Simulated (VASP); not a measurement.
# BaTiO3 (Pm-3m) in VASP: a series of runs

Runs on BaTiO3. Level: PBE. Tasks: single point.

Everything below comes from runs of VASP 6.6.1. Logs are shortened: lines on timing, memory, paths and dates and some standing lists are left out, and cuts for length are marked.

### Step 1. The cell of the first run

Symmetry: Pm-3m, No. 221, cubic system. Conventional cell: a = 3.974 Å, b = 3.974 Å, c = 3.974 Å, α = 90.00°, β = 90.00°, γ = 90.00°. Within 3.7 Å of Ba (site symmetry m-3m) lie 12 O at 2.81 Å and 8 Ti at 3.44 Å. Ti (site symmetry m-3m) has 6 O at 1.99 Å within 2.6 Å. Within 2.6 Å of O (site symmetry 4/mmm) lie 2 Ti at 1.99 Å.

### Step 2. Single point, PBE

File INCAR:

```
PREC = Accurate ; ENCUT = 520
EDIFF = 1E-6 ; ISMEAR = 0
SIGMA = 0.01 ; LREAL = F
LASPH = T ; NELM = 60
ALGO = Normal ; ISIF = 2
LWAVE = F ; LCHARG = F
GGA = PE ; NBANDS = 28
```

File KPOINTS:

```
Automatic mesh
0
Gamma
  6 6 6
```

File POSCAR:

```
BaTiO3
1.0
    3.9738784520      0.0000000000      0.0000000000
    0.0000000000      3.9738784520      0.0000000000
    0.0000000000      0.0000000000      3.9738784520
Ba Ti O
1 1 3
Direct
    0.5000000000      0.5000000000      0.5000000000
    0.0000000000      0.0000000000      0.0000000000
    0.5000000000      0.0000000000      0.0000000000
    0.0000000000      0.0000000000      0.5000000000
    0.0000000000      0.5000000000      0.0000000000
```

Potentials or basis: VASP PAW PBE potentials, release 64 (Ba_sv, Ti_sv, O).

Run with:

```bash
$ cat potpaw_PBE.64/Ba_sv/POTCAR potpaw_PBE.64/Ti_sv/POTCAR potpaw_PBE.64/O/POTCAR > POTCAR
$ mpirun -np 1 vasp_std > vasp.out
```

OUTCAR:

```text
PREC = Accurate
   ENCUT = 520
   EDIFF = 1E-6
   ISMEAR = 0
   LREAL = F
   LASPH = T
   NELM = 60
   ISIF = 2
   GGA = PE

 ion  position               nearest neighbor table
   1  0.500  0.500  0.500-   3 2.81   4 2.81   5 2.81   3 2.81   5 2.81   3 2.81   4 2.81   3 2.81
                             4 2.81   5 2.81   5 2.81   4 2.81   2 3.44   2 3.44   2 3.44   2 3.44
   2  0.000  0.000  0.000-   3 1.99   4 1.99   5 1.99   4 1.99   5 1.99   3 1.99   1 3.44   1 3.44
                             1 3.44   1 3.44   1 3.44   1 3.44   1 3.44   1 3.44
   3  0.500  0.000  0.000-   2 1.99   2 1.99   1 2.81   1 2.81   1 2.81   1 2.81
   4  0.000  0.000  0.500-   2 1.99   2 1.99   1 2.81   1 2.81   1 2.81   1 2.81
   5  0.000  0.500  0.000-   2 1.99   2 1.99   1 2.81   1 2.81   1 2.81   1 2.81

  LATTYP: Found a simple cubic cell.
 ALAT       =     3.9738784520

  Lattice vectors:

 A1 = (   3.9738784520,   0.0000000000,   0.0000000000)
 A2 = (   0.0000000000,   3.9738784520,   0.0000000000)
 A3 = (   0.0000000000,   0.0000000000,   3.9738784520)

Analysis of symmetry for initial positions (statically):
=====================================================================
 Subroutine PRICEL returns:
 Original cell was already a primitive cell.

 Routine SETGRP: Setting up the symmetry group for a
 simple cubic supercell.

 Subroutine GETGRP returns: Found 48 space group operations
 (whereof 48 operations were pure point group operations)
 out of a pool of 48 trial point group operations.

The static configuration has the point symmetry O_h .

Analysis of symmetry for dynamics (positions and initial velocities):
=====================================================================
 Subroutine PRICEL returns:
 Original cell was already a primitive cell.

 Routine SETGRP: Setting up the symmetry group for a
 simple cubic supercell.

 Subroutine GETGRP returns: Found 48 space group operations
 (whereof 48 operations were pure point group operations)
 out of a pool of 48 trial point group operations.

The dynamic configuration has the point symmetry O_h .

 Subroutine INISYM returns: Found 48 space group operations
 (whereof 48 operations are pure point group operations),
 and found     1 'primitive' translations

----------------------------------------------------------------------------------------

                                     Primitive cell
[... 92 lines left out ...]
   EDIFF  = 0.1E-05   stopping-criterion for ELM
   LREAL  =      F    real-space projection
   EDIFFG = 0.1E-04   stopping-criterion for IOM
   NSW    =      0    number of steps for IOM
   IBRION =     -1    ionic relax: 0-MD 1-quasi-New 2-CG
   NFREE  =      0    steps in history (QN), initial steepest desc. (CG)
   ISIF   =      2    stress and relaxation
   ISYM   =      2    0-nonsym 1-usesym 2-fastsym
   POTIM  = 0.5000    time-step for ionic-motion
   TEBEG  =    0.0;   TEEND  =   0.0 temperature during run
   PSTRESS=    0.0 pullay stress
   NELECT =      40.0000    total number of electrons
   NUPDOWN=      -1.0000    fix difference up-down
   EMIN   =  10.00;   EMAX   =-10.00  energy-range for DOS
   EFERMI =   0.00;   METHOD = LEGACY
   ISMEAR =     0;   SIGMA  =   0.01  broadening in eV -4-tet -1-fermi 0-gaus
   EFERMI_NEDOS =   21; number of points for ismear=-14 and -15
   IALGO  =     38    algorithm
   IMIX   =      4    mixing-type and parameters
     AMIX     =   0.40;   BMIX     =  1.00
     AMIX_MAG =   1.60;   BMIX_MAG =  1.00
  volume/ion in A,a.u.               =      12.55        84.70
  Fermi-wavevector in a.u.,A,eV,Ry     =   1.408900  2.662435 27.007564  1.985000
  Thomas-Fermi vector in A             =   2.531011
   LORBIT       =      0    0 simple, 1 ext, 2 COOP (PROOUT), +10 PAW based schemes
   GGA     = PE    functional components
   LHFCALC =     F    Hartree Fock is set to
   AEXX    =    0.0000 exact exchange contribution
   IVDW    =     0    specifies the selected vdW correction
   LEPSILON=     F    determine dielectric tensor
   LRPA    =     F    only Hartree local field effects (RPA)
 non-spin polarized calculation
 Gauss-broadening in eV      SIGMA  =   0.01
  energy-cutoff  :      520.00
  volume of cell :       62.75
 maximum number of plane-waves:      1743
 NGX is ok and might be reduce to    30
   NGX = 15   NGY = 15   NGZ = 15

 number of electron      39.9999977 magnetization

 Free energy of the ion-electron system (eV)
  ---------------------------------------------------
  ext. energy  EPLUGINS =         0.00000000
  ---------------------------------------------------
  free energy    TOTEN  =       -39.91457397 eV

  energy without entropy =      -39.91457397  energy(sigma->0) =      -39.91457397

 E-fermi :   4.0657     XC(G=0): -11.3742

 val. band max:        4.0020920663   @ k =   0.5000   0.5000   0.5000
 cond. band min:       5.7904435064   @ k =   0.0000   0.0000   0.0000
 fundamental gap:      1.7883514401
 Fermi energy:         4.0656590659

 k-point     1 :       0.0000    0.0000    0.0000
  band No.  band energies     occupation
      1     -52.5435      2.00000
      2     -28.7666      2.00000
      3     -28.7666      2.00000
      4     -28.7666      2.00000
      5     -20.7636      2.00000
      6     -12.9400      2.00000
[... 609 lines left out ...]
     27      11.9096      0.00000
     28      11.9096      0.00000

------------------------ aborting loop because EDIFF is reached ----------------------------------------

  FORCE on cell =-STRESS in cart. coord.  units (eV):
  Direction    XX          YY          ZZ          XY          YZ          ZX
  --------------------------------------------------------------------------------------
  -------------------------------------------------------------------------------------
  Total        3.1027785      3.1027785      3.1027785      0.0000000      0.0000000     -0.0000000
  in kB       79.2168599     79.2168599     79.2168599      0.0000000      0.0000000     -0.0000000
  external PRESSURE =      79.2168599 kB  Pullay stress =       0.0000000 kB

 VOLUME and BASIS-vectors are now :
 -----------------------------------------------------------------------------
  energy-cutoff  :      520.00
  volume of cell :       62.75
      direct lattice vectors                 reciprocal lattice vectors
     3.973878452  0.000000000  0.000000000     0.251643328  0.000000000  0.000000000
     0.000000000  3.973878452  0.000000000     0.000000000  0.251643328  0.000000000
     0.000000000  0.000000000  3.973878452     0.000000000  0.000000000  0.251643328

 POSITION                                       TOTAL-FORCE (eV/Angst)
 -----------------------------------------------------------------------------------
      1.98694      1.98694      1.98694         0.000000      0.000000      0.000000
      0.00000      0.00000      0.00000         0.000000      0.000000      0.000000
      1.98694      0.00000      0.00000         0.000000      0.000000      0.000000
      0.00000      0.00000      1.98694         0.000000      0.000000      0.000000
      0.00000      1.98694      0.00000         0.000000      0.000000      0.000000
 -----------------------------------------------------------------------------------
    total drift:                                0.000000     -0.000000      0.000000

  FREE ENERGIE OF THE ION-ELECTRON SYSTEM (eV)
  ---------------------------------------------------
  free  energy   TOTEN  =       -39.9145739678 eV

  energy  without entropy=      -39.9145739678  energy(sigma->0) =      -39.91457397
```

stdout:

```text
POSCAR found type information on POSCAR BaTiO
 POSCAR found :  3 types and       5 ions
 scaLAPACK will be used
 LDA part: xc-table for (Slater+PW92), standard interpolation
 POSCAR, INCAR and KPOINTS ok, starting setup
 FFT: planning ... GRIDC
 FFT: planning ... GRID_SOFT
 FFT: planning ... GRID
 WAVECAR not read
 entering main loop
```

Run time: 62 s. Hardware: 1 thread of Intel Xeon 8259CL, shared host; peak memory 0.19 GiB.

What came out:

```
Free energy            : -39.9146 eV
Pressure               : 7.9 GPa
Band gap on the k mesh : 1.79 eV (least direct gap 1.91 eV)
```

Caveat: the cell stands under pressure; spin-orbit coupling is left out, which moves the levels of the heavy elements. A k mesh can miss the band edges.

### Step 3. Single point, PBE

This run uses another cell than the first one, of 12.42 Å³/atom.

File INCAR:

```
ALGO = Normal
EDIFF = 1E-6
ENCUT = 520
GGA = PE
ISIF = 2
ISMEAR = 0
LASPH = T
LCHARG = T
LELF = T
LREAL = F
LVHAR = T
LWAVE = F
NBANDS = 28
NELM = 100
PREC = Accurate
SIGMA = 0.01
```

File KPOINTS:

```
k-points
0
Gamma
  6 6 6
```

Changes to POSCAR since step 2:

```diff
@@ -2,5 +2,5 @@
 1.0
-    3.9738784520      0.0000000000      0.0000000000
-    0.0000000000      3.9738784520      0.0000000000
-    0.0000000000      0.0000000000      3.9738784520
+    3.9602209232      0.0000000000      0.0000000000
+    0.0000000000      3.9602209232      0.0000000000
+    0.0000000000      0.0000000000      3.9602209232
 Ba Ti O
```

Potentials or basis: VASP PAW PBE potentials, release 64 (Ba_sv, Ti_sv, O).

Run with:

```bash
$ cat potpaw_PBE.64/Ba_sv/POTCAR potpaw_PBE.64/Ti_sv/POTCAR potpaw_PBE.64/O/POTCAR > POTCAR
$ mpirun -np 1 vasp_std > vasp.out
```

Wall time 84 s (1 thread of Intel Xeon 8259CL, shared host); peak memory 0.19 GiB.

Results (log left out):

```
Free energy            : -39.8778 eV
Pressure               : 10.0 GPa
Band gap on the k mesh : 1.81 eV (least direct gap 1.92 eV)
```

Levels at points of the mesh, in eV from the valence-band top:
```tsv
k point	band 17	band 18	band 19	band 20	band 21	band 22	band 23	band 24
(0.00, 0.00, 0.00)	-1.14	-0.11	-0.11	-0.11	1.81	1.81	1.81	4.12
(0.50, 0.00, 0.00)	-1.87	-1.87	-0.71	-0.71	1.98	3.65	3.65	4.13
(0.50, 0.50, 0.00)	-1.71	-0.85	-0.85	-0.10	3.66	3.66	4.08	5.02
(0.50, 0.50, 0.50)	-2.39	0.00	0.00	0.00	4.36	4.36	4.36	6.87
```

Caveat: the cell stands under pressure; spin-orbit coupling is left out, which moves the levels of the heavy elements. A hybrid or GW would open this gap; PBE tends to underestimate it.

### Step 4. Single point, PBE

This run uses another cell than the first one, of 12.69 Å³/atom.

File INCAR:

```
SYSTEM = BaTiO3
  PREC = Accurate
  ENCUT = 520
  EDIFF = 1E-6
  ISMEAR = 0
  SIGMA = 0.01
  LREAL = .False.
  LASPH = .True.
  NELM = 80
  ALGO = Normal
  ISIF = 2
  LWAVE = .False.
  LCHARG = .True.
  GGA = PE
  LELF = .True.
  LVHAR = .True.
  NBANDS = 28
```

File KPOINTS:

```
regular mesh
0
Gamma
  6 6 6
  0 0 0
```

Changes to POSCAR since step 3:

```diff
@@ -2,5 +2,5 @@
 1.0
-    3.9602209232      0.0000000000      0.0000000000
-    0.0000000000      3.9602209232      0.0000000000
-    0.0000000000      0.0000000000      3.9602209232
+    3.9882001712      0.0000000000      0.0000000000
+    0.0000000000      3.9882001712      0.0000000000
+    0.0000000000      0.0000000000      3.9882001712
 Ba Ti O
```

Run with:

```bash
$ cat potpaw_PBE.64/Ba_sv/POTCAR potpaw_PBE.64/Ti_sv/POTCAR potpaw_PBE.64/O/POTCAR > POTCAR
$ mpirun -np 1 vasp_std > vasp.out
```

Wall time 80 s (1 thread of Intel Xeon 8259CL, shared host); peak memory 0.19 GiB.

Results (log left out):

| Quantity | Value |
| --- | --- |
| Free energy | -39.9446 eV |
| Pressure | 5.8 GPa |
| Band gap on the k mesh | 1.77 eV (least direct gap 1.90 eV) |

Levels at points of the mesh, in eV from the valence-band top:
```tsv
k point	band 16	band 17	band 18	band 19	band 20	band 21	band 22	band 23	band 24	band 25
(0.00, 0.00, 0.00)	-1.11	-1.11	-0.14	-0.14	-0.14	1.77	1.77	1.77	3.98	3.98
(0.50, 0.00, 0.00)	-1.95	-1.84	-1.84	-0.71	-0.71	1.93	3.54	3.54	3.98	6.03
(0.50, 0.50, 0.00)	-2.73	-1.72	-0.87	-0.87	-0.09	3.55	3.55	3.97	4.85	7.79
(0.50, 0.50, 0.50)	-2.40	-2.40	0.00	0.00	0.00	4.23	4.23	4.23	6.77	6.77
```

Caveat: the cell stands under pressure; spin-orbit coupling is left out, which moves the levels of the heavy elements.

### Step 5. Single point, PBE

This run uses another cell than the first one, of 12.99 Å³/atom.

File INCAR:

```
ALGO     = Normal         # electronic algorithm
EDIFF    = 1E-6           # SCF threshold, eV
ENCUT    = 520            # plane-wave cutoff, eV
GGA      = PE             # functional
ISIF     = 2              # what is computed and relaxed
ISMEAR   = 0              # smearing method
LASPH    = T              # aspherical terms in the spheres
LCHARG   = F              # write CHGCAR
LREAL    = F              # projectors in reciprocal space
LWAVE    = F              # write WAVECAR
NBANDS   = 28             # bands
NELM     = 80             # most SCF steps
PREC     = Accurate       # precision mode
SIGMA    = 0.01           # smearing width, eV
```

File KPOINTS:

```
k-points
0
Gamma
  6 6 6
```

Changes to POSCAR since step 4:

```diff
@@ -2,5 +2,5 @@
 1.0
-    3.9882001712      0.0000000000      0.0000000000
-    0.0000000000      3.9882001712      0.0000000000
-    0.0000000000      0.0000000000      3.9882001712
+    4.0192490530      0.0000000000      0.0000000000
+    0.0000000000      4.0192490530      0.0000000000
+    0.0000000000      0.0000000000      4.0192490530
 Ba Ti O
```

Run with:

```bash
$ cat potpaw_PBE.64/Ba_sv/POTCAR potpaw_PBE.64/Ti_sv/POTCAR potpaw_PBE.64/O/POTCAR > POTCAR
$ mpirun -np 1 vasp_std > vasp.out
```

It took 75 s on 1 thread of Intel Xeon 8259CL, shared host; peak memory 0.19 GiB.

Results (log left out):

```
Free energy            : -39.9812 eV
Pressure               : 1.7 GPa
Band gap on the k mesh : 1.72 eV (least direct gap 1.88 eV)
```

Levels at points of the mesh, in eV from the valence-band top:
```csv
k point,band 16,band 17,band 18,band 19,band 20,band 21,band 22,band 23,band 24,band 25
"(0.00, 0.00, 0.00)",-1.07,-1.07,-0.16,-0.16,-0.16,1.72,1.72,1.72,3.82,3.82
"(0.50, 0.00, 0.00)",-1.88,-1.81,-1.81,-0.71,-0.71,1.87,3.42,3.42,3.82,5.80
"(0.50, 0.50, 0.00)",-2.65,-1.72,-0.88,-0.88,-0.09,3.43,3.43,3.84,4.65,7.53
"(0.50, 0.50, 0.50)",-2.41,-2.41,0.00,0.00,0.00,4.08,4.08,4.08,6.67,6.67
```

Caveat: spin-orbit coupling is left out, which moves the levels of the heavy elements.

### Step 6. Overview

```tsv
cell	gap on the mesh (eV)	pressure (GPa)
a = 3.974 Å, 5 atoms	1.79	7.9
a = 3.960 Å, 5 atoms	1.81	10.0
a = 3.988 Å, 5 atoms	1.77	5.8
a = 4.019 Å, 5 atoms	1.72	1.7
```

Alike in all rows: task single point; level PBE; potentials or basis VASP PAW PBE potentials, release 64 (Ba_sv, Ti_sv, O); no spin polarisation; k mesh 6 × 6 × 6; cutoff (eV) 520; smearing gaussian 0.01 eV.

Caveats: spin-orbit coupling is left out, which moves the levels of the heavy elements; the cell stands under pressure (at least some runs).

Total energies depend on the potentials used, so only differences within one code and one set of settings carry meaning.
